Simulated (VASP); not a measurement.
# LiSi16 (a cell with a defect) in VASP: a series of runs

The runs below take LiSi16 (a cell with a defect) through single point, with r2SCAN.

Everything below comes from runs of VASP 6.6.1. Logs are shortened: lines on timing, memory, paths and dates and some standing lists are left out, and cuts for length are marked.

### 1 The cell of the first run

The cell holds a defect, 17 atoms: a = 7.679 Å, b = 7.679 Å, c = 7.679 Å, α = 60.00°, β = 60.00°, γ = 60.00°.

### 2 Single point, r2SCAN

Input file POSCAR:

```
LiSi16
1.0
    0.0000000000      5.4300000000      5.4300000000
    5.4300000000      0.0000000000      5.4300000000
    5.4300000000      5.4300000000      0.0000000000
Si Li
16 1
Direct
    0.0060292818     -0.0182909761      0.0058876611
    0.1217151013      0.1230248619      0.1215860037
   -0.0141197053      0.0058049724      0.5039160221
    0.1217174033      0.1230232965      0.6331870166
    0.0002359116      0.4964567219      0.0001316759
    0.1301974217      0.6091598527      0.1300806630
    0.0002374770      0.4964562615      0.5026943831
    0.1185616022      0.6283755985      0.6262912523
    0.5040450276      0.0058341621     -0.0142813076
    0.6333303867      0.1230287293      0.1215784530
    0.5040439227      0.0058267956      0.5039186924
    0.6183627993      0.1447362799      0.6182047882
    0.5028098527      0.4964568140      0.0001273481
    0.6263964088      0.6283960405      0.1184411602
    0.4950820442      0.5144936464      0.4949720994
    0.6263977901      0.6283909761      0.6262874770
    0.3572620626      0.9280808471      0.3570802947
```

Input file INCAR.step1:

```
SYSTEM = LiSi16
ALGO     = Normal         ! electronic algorithm
EDIFF    = 1E-4           ! SCF threshold, eV
ENCUT    = 520            ! plane-wave cutoff, eV
GGA      = PE             ! functional
ISMEAR   = 0              ! smearing method
LASPH    = .True.         ! aspherical terms in the spheres
LCHARG   = .False.        ! write CHGCAR
LREAL    = Auto         
LWAVE    = .True.         ! write WAVECAR
NBANDS   = 48             ! bands
NELECT   = 66.0         
NELM     = 100            ! most SCF steps
PREC     = Accurate       ! precision mode
SIGMA    = 0.05           ! smearing width, eV
```

Input file INCAR.step2:

```
SYSTEM = LiSi16
ALGO     = Normal         ! electronic algorithm
EDIFF    = 1E-6           ! SCF threshold, eV
ENCUT    = 520            ! plane-wave cutoff, eV
ISIF     = 2              ! what is computed and relaxed
ISMEAR   = 0              ! smearing method
ISTART   = 1            
LASPH    = .True.         ! aspherical terms in the spheres
LCHARG   = .True.         ! write CHGCAR
LELF     = .True.         ! ELF
LMIXTAU  = .True.       
LREAL    = Auto         
LVHAR    = .True.       
LWAVE    = .False.        ! write WAVECAR
METAGGA  = R2SCAN         ! meta-GGA
NBANDS   = 48             ! bands
NELECT   = 66.0         
NELM     = 100            ! most SCF steps
PREC     = Accurate       ! precision mode
SIGMA    = 0.05           ! smearing width, eV
```

Input file KPOINTS:

```
k-points
0
Gamma
  2 2 2
  0 0 0
```

Potentials or basis: VASP PAW PBE potentials, release 64 (Si, Li_sv).

Launch:

```
cat potpaw_PBE.64/Si/POTCAR potpaw_PBE.64/Li_sv/POTCAR > POTCAR
cp INCAR.step1 INCAR
mpirun -np 1 vasp_std > vasp.out
cp INCAR.step2 INCAR
mpirun -np 1 vasp_std > vasp.out
```

OUTCAR:

```text
SYSTEM = LiSi16
   EDIFF = 1E-6
   ENCUT = 520
   ISIF = 2
   ISMEAR = 0
   ISTART = 1
   LASPH = .True.
   LREAL = Auto
   METAGGA = R2SCAN
   NELECT = 66.0
   NELM = 100
   PREC = Accurate

 ion  position               nearest neighbor table
   1  0.006  0.982  0.006-   6 2.34  10 2.34   2 2.34   4 2.34
   2  0.122  0.123  0.122-   1 2.34   5 2.34   3 2.40   9 2.40  17 2.58
   3  0.986  0.006  0.504-  12 2.31  17 2.35   8 2.37   4 2.40   2 2.40
   4  0.122  0.123  0.633-   1 2.34   7 2.34   3 2.40  11 2.40  17 2.58
   5  0.000  0.496  0.000-   6 2.34   2 2.34  14 2.34   8 2.34
   6  0.130  0.609  0.130-   1 2.34  13 2.34   5 2.34   7 2.34
   7  0.000  0.496  0.503-   6 2.34   4 2.34  16 2.34   8 2.34
   8  0.119  0.628  0.626-   7 2.34   5 2.34  15 2.36   3 2.37
   9  0.504  0.006  0.986-  12 2.31  17 2.35  14 2.37   2 2.40  10 2.40
  10  0.633  0.123  0.122-   1 2.34  13 2.34   9 2.40  11 2.40  17 2.58
  11  0.504  0.006  0.504-  12 2.31  17 2.35  16 2.37   4 2.40  10 2.40
  12  0.618  0.145  0.618-   9 2.31  11 2.31   3 2.31  15 2.32
  13  0.503  0.496  0.000-   6 2.34  10 2.34  14 2.34  16 2.34
  14  0.626  0.628  0.118-   5 2.34  13 2.34  15 2.36   9 2.37
  15  0.495  0.514  0.495-  12 2.32   8 2.36  16 2.36  14 2.36  17 2.59
  16  0.626  0.628  0.626-   7 2.34  13 2.34  15 2.36  11 2.37
  17  0.357  0.928  0.357-   9 2.35  11 2.35   3 2.35  10 2.58   2 2.58   4 2.58  15 2.59

  LATTYP: Found a face centered cubic cell.
 ALAT       =    10.8600000000

  Lattice vectors:

 A1 = (   0.0000000000,   5.4300000000,   5.4300000000)
 A2 = (   5.4300000000,   0.0000000000,   5.4300000000)
 A3 = (   5.4300000000,   5.4300000000,   0.0000000000)

Analysis of symmetry for initial positions (statically):
=====================================================================
 Subroutine PRICEL returns:
 Original cell was already a primitive cell.

 Routine SETGRP: Setting up the symmetry group for a
 face centered cubic supercell.

 Subroutine GETGRP returns: Found  1 space group operations
 (whereof  1 operations were pure point group operations)
 out of a pool of 48 trial point group operations.

The static configuration has the point symmetry C_1 .

Analysis of symmetry for dynamics (positions and initial velocities):
=====================================================================
 Subroutine PRICEL returns:
 Original cell was already a primitive cell.

 Routine SETGRP: Setting up the symmetry group for a
 face centered cubic supercell.

 Subroutine GETGRP returns: Found  1 space group operations
 (whereof  1 operations were pure point group operations)
 out of a pool of 48 trial point group operations.

The dynamic configuration has the point symmetry C_1 .

 Subroutine INISYM returns: Found  1 space group operations
 (whereof  1 operations are pure point group operations),
 and found     1 'primitive' translations

----------------------------------------------------------------------------------------

                                     Primitive cell

  volume of cell :     320.2060

  direct lattice vectors                    reciprocal lattice vectors
     0.000000000  5.430000000  5.430000000    -0.092081031  0.092081031  0.092081031
     5.430000000  0.000000000  5.430000000     0.092081031 -0.092081031  0.092081031
     5.430000000  5.430000000  0.000000000     0.092081031  0.092081031 -0.092081031

  length of vectors
     7.679179644  7.679179644  7.679179644     0.159489025  0.159489025  0.159489025

  position of ions in fractional coordinates (direct lattice)
     0.006029282  0.981709024  0.005887661
     0.121715101  0.123024862  0.121586004
     0.985880295  0.005804972  0.503916022
     0.121717403  0.123023297  0.633187017
     0.000235912  0.496456722  0.000131676
     0.130197422  0.609159853  0.130080663
[... 9 lines left out ...]
     0.626397790  0.628390976  0.626287477
     0.357262063  0.928080847  0.357080295

  ion indices of the primitive-cell ions
   primitive index   ion index
                 1           1
                 2           2
                 3           3
                 4           4
                 5           5
                 6           6
[... 9 lines left out ...]
                16          16
                17          17

----------------------------------------------------------------------------------------

 KPOINTS: k-points

Automatic generation of k-mesh.
 Grid dimensions read from file:
 generate k-points for:    2    2    2

 Generating k-lattice:

  Cartesian coordinates                     Fractional coordinates (reciprocal lattice)
    -0.046040516  0.046040516  0.046040516     0.500000000  0.000000000  0.000000000
     0.046040516 -0.046040516  0.046040516     0.000000000  0.500000000  0.000000000
     0.046040516  0.046040516 -0.046040516     0.000000000  0.000000000  0.500000000

  Length of vectors
     0.079744512  0.079744512  0.079744512

  Shift w.r.t. Gamma in fractional coordinates (k-lattice)
     0.000000000  0.000000000  0.000000000

 Subroutine IBZKPT returns following result:
 ===========================================

 Found      8 irreducible k-points:

 Following reciprocal coordinates:
            Coordinates               Weight
  0.000000  0.000000  0.000000      1.000000
  0.500000  0.000000  0.000000      1.000000
  0.000000  0.500000  0.000000      1.000000
  0.000000  0.000000  0.500000      1.000000
  0.500000  0.500000  0.500000      1.000000
  0.500000  0.500000  0.000000      1.000000
  0.000000  0.500000  0.500000      1.000000
  0.500000  0.000000  0.500000      1.000000
   k-points           NKPTS =      8   k-points in BZ     NKDIM =      8   number of bands    NBANDS=     48
   number of dos      NEDOS =    301   number of ions     NIONS =     17
   total plane-waves  NPLWV = 216000
   dimension x,y,z NGX =    60 NGY =   60 NGZ =   60
   dimension x,y,z NGXF=   120 NGYF=  120 NGZF=  120
   ions per type =              16   1
   NGX,Y,Z   is equivalent  to a cutoff of  12.99, 12.99, 12.99 a.u.
   NGXF,Y,Z  is equivalent  to a cutoff of  25.98, 25.98, 25.98 a.u.
 SYSTEM =  LiSi16
   PREC   = accura    normal or accurate (medium, high low for compatibility)
   ISTART =      1    job   : 0-new  1-cont  2-samecut
   ICHARG =      0    charge: 1-file 2-atom 10-const
   ISPIN  =      1    spin polarized calculation?
   LNONCOLLINEAR =      F non collinear calculations
   LSORBIT =      F    spin-orbit coupling
   LASPH  =      T    aspherical Exc in radial PAW
   ENCUT  =  520.0 eV  38.22 Ry    6.18 a.u.  14.28 14.28 14.28*2*pi/ulx,y,z
   NELM   =    100;   NELMIN=  2; NELMDL=  0     # of ELM steps
   EDIFF  = 0.1E-05   stopping-criterion for ELM
   LREAL  =      T    real-space projection
   EDIFFG = 0.1E-04   stopping-criterion for IOM
   NSW    =      0    number of steps for IOM
   IBRION =     -1    ionic relax: 0-MD 1-quasi-New 2-CG
   NFREE  =      0    steps in history (QN), initial steepest desc. (CG)
   ISIF   =      2    stress and relaxation
   ISYM   =      2    0-nonsym 1-usesym 2-fastsym
   POTIM  = 0.5000    time-step for ionic-motion
   TEBEG  =    0.0;   TEEND  =   0.0 temperature during run
   PSTRESS=    0.0 pullay stress
   NELECT =      66.0000    total number of electrons
   NUPDOWN=      -1.0000    fix difference up-down
   EMIN   =  10.00;   EMAX   =-10.00  energy-range for DOS
   EFERMI =   0.00;   METHOD = LEGACY
   ISMEAR =     0;   SIGMA  =   0.05  broadening in eV -4-tet -1-fermi 0-gaus
   EFERMI_NEDOS =   21; number of points for ismear=-14 and -15
   IALGO  =     38    algorithm
   IMIX   =      4    mixing-type and parameters
     AMIX     =   0.40;   BMIX     =  1.00
     AMIX_MAG =   1.60;   BMIX_MAG =  1.00
  volume/ion in A,a.u.               =      18.84       127.11
  Fermi-wavevector in a.u.,A,eV,Ry     =   0.967044  1.827449 12.723821  0.935174
  Thomas-Fermi vector in A             =   2.096897
   LORBIT       =      0    0 simple, 1 ext, 2 COOP (PROOUT), +10 PAW based schemes
   METAGGA = R2SCAN    functional components
   LHFCALC =     F    Hartree Fock is set to
   AEXX    =    0.0000 exact exchange contribution
   IVDW    =     0    specifies the selected vdW correction
   LEPSILON=     F    determine dielectric tensor
   LRPA    =     F    only Hartree local field effects (RPA)
 non-spin polarized calculation
 Gauss-broadening in eV      SIGMA  =   0.05
  energy-cutoff  :      520.00
  volume of cell :      320.21
 maximum number of plane-waves:      8646
 NGX is ok and might be reduce to    60
   NGX = 29   NGY = 29   NGZ = 29

 number of electron      65.9999999 magnetization

 Free energy of the ion-electron system (eV)
  ---------------------------------------------------
  ext. energy  EPLUGINS =         0.00000000
  ---------------------------------------------------
  free energy    TOTEN  =      -147.67498598 eV

  energy without entropy =     -147.67498598  energy(sigma->0) =     -147.67498598

 E-fermi :   6.2688     XC(G=0):  -9.8970

 val. band max:        5.9597070288   @ k =   0.0000   0.0000   0.0000
 cond. band min:       6.7288537234   @ k =   0.0000   0.0000   0.0000
 fundamental gap:      0.7691466946
 Fermi energy:         6.2688067418

 k-point     1 :       0.0000    0.0000    0.0000
  band No.  band energies     occupation
      1     -42.1196      2.00000
      2      -6.5718      2.00000
      3      -4.2029      2.00000
      4      -4.1460      2.00000
      5      -4.1460      2.00000
      6      -4.1246      2.00000
[... 37 lines left out ...]
     44       8.4232      0.00000
     45       8.4233      0.00000

 k-point     2 :       0.5000    0.0000    0.0000
  band No.  band energies     occupation
      1     -42.1196      2.00000
      2      -5.8030      2.00000
      3      -5.6792      2.00000
      4      -3.8706      2.00000
      5      -3.8418      2.00000
      6      -3.7769      2.00000
[... 280 lines left out ...]
 k-point     8 :       0.5000    0.0000    0.5000
  band No.  band energies     occupation
      1     -42.1196      2.00000
      2      -5.4986      2.00000
      3      -5.4059      2.00000
      4      -4.4719      2.00000
      5      -4.4427      2.00000
      6      -4.4418      2.00000
[... 37 lines left out ...]
     44      10.5451      0.00000
     45      10.6028      0.00000
 [bands above 45 left out]

------------------------ aborting loop because EDIFF is reached ----------------------------------------

  FORCE on cell =-STRESS in cart. coord.  units (eV):
  Direction    XX          YY          ZZ          XY          YZ          ZX
  --------------------------------------------------------------------------------------
  -------------------------------------------------------------------------------------
  Total       -4.0052293     -4.0067463     -4.0038289      0.3739520      0.3766311     -0.3699372
  in kB      -20.0404967    -20.0480872    -20.0334898      1.8710996      1.8845052     -1.8510113
  external PRESSURE =     -20.0406913 kB  Pullay stress =       0.0000000 kB

 VOLUME and BASIS-vectors are now :
 -----------------------------------------------------------------------------
  energy-cutoff  :      520.00
  volume of cell :      320.21
      direct lattice vectors                 reciprocal lattice vectors
     0.000000000  5.430000000  5.430000000    -0.092081031  0.092081031  0.092081031
     5.430000000  0.000000000  5.430000000     0.092081031 -0.092081031  0.092081031
     5.430000000  5.430000000  0.000000000     0.092081031  0.092081031 -0.092081031

 POSITION                                       TOTAL-FORCE (eV/Angst)
 -----------------------------------------------------------------------------------
      5.36265      0.06471      5.36342         0.055020     -0.055725      0.055260
      1.32824      1.32113      1.32894         0.036651      0.011861      0.037043
      2.76779      8.08959      5.38485         0.020140     -0.020984      0.046085
      4.10622      4.09913      1.32894        -0.012896     -0.037872      0.038097
      2.69648      0.00200      2.69704         0.030415     -0.014769      0.031564
      4.01408      1.41331      4.01471         0.050543     -0.051731      0.050908
[... 9 lines left out ...]
      6.81290      6.80208      6.81350         0.017228     -0.010362      0.017347
      6.97842      3.87888      6.97941        -0.339301      0.354077     -0.346768
 -----------------------------------------------------------------------------------
    total drift:                                0.017194     -0.003762      0.009759

  FREE ENERGIE OF THE ION-ELECTRON SYSTEM (eV)
  ---------------------------------------------------
  free  energy   TOTEN  =      -147.6749859764 eV

  energy  without entropy=     -147.6749859764  energy(sigma->0) =     -147.67498598
```

Wall time 8.3 min (1 thread of Intel Xeon 6975P-C (Granite Rapids), shared host); peak memory 0.56 GiB.

What came out:

```
Free energy   : -147.6750 eV
Largest force : 0.601 eV/Å
```

Forces in eV/Å, atoms in the order of the input:
```
Si   0.055 -0.056  0.055
Si   0.037  0.012  0.037
Si   0.020 -0.021  0.046
Si  -0.013 -0.038  0.038
Si   0.030 -0.015  0.032
Si   0.051 -0.052  0.051
Si   0.014 -0.032  0.031
Si   0.017 -0.018  0.010
Si   0.046 -0.020  0.020
Si   0.037 -0.038 -0.013
Si   0.020 -0.046  0.021
Si   0.000  0.000  0.000
Si   0.031 -0.032  0.014
Si   0.009 -0.018  0.018
Si  -0.032  0.030 -0.031
Si   0.017 -0.010  0.017
Li  -0.339  0.354 -0.347
```

Levels at points of the mesh, in eV from the Fermi level:
| k point | band 31 | band 32 | band 33 | band 34 | band 35 | band 36 |
| --- | --- | --- | --- | --- | --- | --- |
| (0.00, 0.00, 0.00) | -0.35 | -0.31 | -0.31 | 0.46 | 0.53 | 0.53 |
| (0.50, 0.00, 0.00) | -1.18 | -1.10 | -1.08 | 1.09 | 1.28 | 1.37 |
| (0.00, 0.50, 0.00) | -1.17 | -1.08 | -1.08 | 1.18 | 1.22 | 1.22 |
| (0.00, 0.00, 0.50) | -1.18 | -1.10 | -1.08 | 1.09 | 1.28 | 1.37 |
| (0.50, 0.50, 0.50) | -1.18 | -1.10 | -1.08 | 1.09 | 1.28 | 1.37 |
| (0.50, 0.50, 0.00) | -1.77 | -1.71 | -1.66 | 0.93 | 1.03 | 2.16 |
| (0.00, 0.50, 0.50) | -1.77 | -1.71 | -1.66 | 0.93 | 1.03 | 2.16 |
| (0.50, 0.00, 0.50) | -1.77 | -1.71 | -1.66 | 0.93 | 1.03 | 2.16 |

Caveat: the k points lie up to 0.50 Å⁻¹ apart; the cell carries a net charge on a neutralising background, which shifts energy and pressure; the cell is charged against a uniform background, so pressure and absolute levels hang on convention; the cutoff is under 1.25 times the usual one of these potentials, so pressure, stress and relaxed cells hold a basis-set (Pulay) error; the PAW data sets were made with another functional, which shifts forces and pressure a little.

### 3 Single point, r2SCAN

Input file POSCAR:

```
LiSi16
1.0
    0.0000000000      5.4300000000      5.4300000000
    5.4300000000      0.0000000000      5.4300000000
    5.4300000000      5.4300000000      0.0000000000
Si Li
16 1
Direct
    0.0080466851     -0.0240439227      0.0077910681
    0.1200147330      0.1225009208      0.1197904236
   -0.0160615101      0.0047300184      0.5054618785
    0.1200181400      0.1225013812      0.6372778085
   -0.0003640884      0.4957436464     -0.0005670350
    0.1320914365      0.6037682320      0.1318654696
   -0.0003627993      0.4957458564      0.5047782689
    0.1187001842      0.6290383057      0.6259278085
    0.5056909761      0.0047620626     -0.0163318600
    0.6375374770      0.1224978821      0.1197778085
    0.5056889503      0.0047548803      0.5054688766
    0.6167213628      0.1499421731      0.6164594843
    0.5050028545      0.4957337937     -0.0005706262
    0.6261306630      0.6290654696      0.1184757827
    0.4930011050      0.5210215470      0.4927848987
    0.6261320442      0.6290594843      0.6259235727
    0.3351647330      0.9946566298      0.3348781768
```

Input file INCAR.step1:

```
SYSTEM = LiSi16
  ALGO = Normal
  EDIFF = 1E-4
  ENCUT = 520
  GGA = PE
  ISMEAR = 0
  LASPH = .True.
  LCHARG = .False.
  LREAL = Auto
  LWAVE = .True.
  NBANDS = 48
  NELECT = 66.0
  NELM = 100
  PREC = Accurate
  SIGMA = 0.05
```

Input file INCAR.step2:

```
SYSTEM = LiSi16
  ALGO = Normal
  EDIFF = 1E-7
  ENCUT = 520
  ISIF = 2
  ISMEAR = 0
  ISTART = 1
  LASPH = .True.
  LCHARG = .True.
  LELF = .True.
  LMIXTAU = .True.
  LREAL = Auto
  LVHAR = .True.
  LWAVE = .False.
  METAGGA = R2SCAN
  NBANDS = 48
  NELECT = 66.0
  NELM = 100
  PREC = Accurate
  SIGMA = 0.05
```

KPOINTS is that of step 2.

Potentials or basis: VASP PAW PBE potentials, release 64 (Si, Li_sv).

Launch:

```
cat potpaw_PBE.64/Si/POTCAR potpaw_PBE.64/Li_sv/POTCAR > POTCAR
cp INCAR.step1 INCAR
mpirun -np 1 vasp_std > vasp.out
cp INCAR.step2 INCAR
mpirun -np 1 vasp_std > vasp.out
```

It took 8.5 min on 1 thread of Intel Xeon 6975P-C (Granite Rapids), shared host; peak memory 0.56 GiB.

The run converged. Its results:

| Item | Value |
| --- | --- |
| Free energy | -147.3383 eV |
| Largest force | 0.784 eV/Å |

Forces on the atoms (eV/Å):
```
Si   0.038 -0.038  0.038
Si   0.038 -0.012  0.040
Si   0.044 -0.045  0.022
Si   0.012 -0.040  0.038
Si   0.026 -0.021  0.027
Si   0.036 -0.037  0.037
Si   0.019 -0.028  0.028
Si   0.028 -0.030  0.018
Si   0.023 -0.044  0.045
Si   0.038 -0.040  0.011
Si   0.043 -0.022  0.045
Si   0.026 -0.026  0.026
Si   0.027 -0.028  0.021
Si   0.018 -0.029  0.029
Si  -0.001  0.000  0.000
Si   0.028 -0.019  0.029
Li  -0.444  0.459 -0.455
```

Levels at points of the mesh, in eV from the Fermi level:
```
           k point  band 31  band 32  band 33  band 34  band 35  band 36
(0.00, 0.00, 0.00)    -0.34    -0.29    -0.29     0.29     0.54     0.54
(0.50, 0.00, 0.00)    -1.16    -1.11    -1.07     1.08     1.20     1.41
(0.00, 0.50, 0.00)    -1.16    -1.06    -1.06     1.19     1.19     1.26
(0.00, 0.00, 0.50)    -1.16    -1.11    -1.07     1.08     1.20     1.41
(0.50, 0.50, 0.50)    -1.16    -1.11    -1.07     1.08     1.20     1.41
(0.50, 0.50, 0.00)    -1.77    -1.70    -1.64     0.89     1.03     2.18
(0.00, 0.50, 0.50)    -1.77    -1.70    -1.64     0.89     1.03     2.18
(0.50, 0.00, 0.50)    -1.77    -1.70    -1.64     0.89     1.03     2.18
```

Caveat: the k points lie up to 0.50 Å⁻¹ apart; the cell carries a net charge on a neutralising background, which shifts energy and pressure; the cell is charged against a uniform background, so pressure and absolute levels hang on convention; the cutoff is under 1.25 times the usual one of these potentials, so pressure, stress and relaxed cells hold a basis-set (Pulay) error; the PAW data sets were made with another functional, which shifts forces and pressure a little.
